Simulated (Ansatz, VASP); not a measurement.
# Ge: VASP beside Ansatz

The input INCAR:

```
SYSTEM = Ge
PREC     = Accurate       ! precision mode
ENCUT    = 520            ! plane-wave cutoff, eV
EDIFF    = 1E-6           ! SCF threshold, eV
ISMEAR   = 0              ! smearing method
SIGMA    = 0.15           ! smearing width, eV
LREAL    = .False.        ! projectors in reciprocal space
LASPH    = .True.         ! aspherical terms in the spheres
NELM     = 80             ! most SCF steps
ALGO     = Normal         ! electronic algorithm
ISIF     = 2              ! what is computed and relaxed
LWAVE    = .False.        ! write WAVECAR
LCHARG   = .True.         ! write CHGCAR
GGA      = PS             ! functional
LELF     = .True.         ! ELF
LVHAR    = .True.       
NBANDS   = 36             ! bands
```

KPOINTS

```
regular mesh
0
Gamma
  12 12 8
  0 0 0
```

Contents of POSCAR:

```
Ge
1.0
    3.9969678642      0.0000000000      0.0000000000
   -1.9984839321      3.4614757085      0.0000000000
    0.0000000000      0.0000000000      6.7942560870
Ge
4
Direct
    0.6666666667      0.3333333333      0.0629118565
    0.3333333333      0.6666666667      0.5629118565
    0.6666666667      0.3333333333      0.4370881435
    0.3333333333      0.6666666667      0.9370881435
```

Input for Ansatz:

```yaml
crystal:
  lattice:
    - [3.9969678642, 0.0, 0.0]
    - [-1.9984839321, 3.4614757085, 0.0]
    - [0.0, 0.0, 6.794256087]
  atoms:
    - { symbol: Ge, position: [0.6666666667, 0.3333333333, 0.0629118565] }
    - { symbol: Ge, position: [0.3333333333, 0.6666666667, 0.5629118565] }
    - { symbol: Ge, position: [0.6666666667, 0.3333333333, 0.4370881435] }
    - { symbol: Ge, position: [0.3333333333, 0.6666666667, 0.9370881435] }
basis:
  ecutwfc: 420
kpoints:
  mp_grid: { grid: [12, 12, 8] }
hamiltonian:
  xc: pbesol
scf:
  occupations: { method: gaussian, width: 0.15 }
output:
  forces: true
  stress: true
  eigenvalues: true
```

Change from the starting cell: strain +0.000 along x and y, +0.030 along z, atoms carried along.

Alike in both runs: task single point; functional PBEsol; k mesh 12 × 12 × 8; occupations gaussian, width 0.15 eV; no spin polarisation.

```csv
,VASP,Ansatz
version,VASP 6.6.1,Ansatz 0.2.0
potentials or method,"VASP PAW PBE potentials, release 64 (Ge_d), cutoff 520 eV","scalar-relativistic, plane waves, PAW"
valence electrons in the cell,56,56
```

Ansatz gave:

| Item | Value |
| --- | --- |
| gap on the k mesh at the Fermi level (eV) | none |
| pressure (GPa) | -1.8 |
| traceless stress, the component that is largest in VASP (GPa) | -2.99 |
| rms of the force components (eV/Å) | 0.119 |

Task: What did VASP give for the same quantities?

Result: gap on the k mesh at the Fermi level (eV): none; pressure (GPa): -1.9; traceless stress, the component that is largest in VASP (GPa): -2.99; rms of the force components (eV/Å): 0.117.

VASP's potentials were made for PBE, not for PBEsol. Atom by atom the forces differ by 0.002 eV/Å (rms over components). A gap of «none» marks a metal or a gap that the smearing closes. With one functional, cell and mesh, what is left measures potentials, basis and numerics.
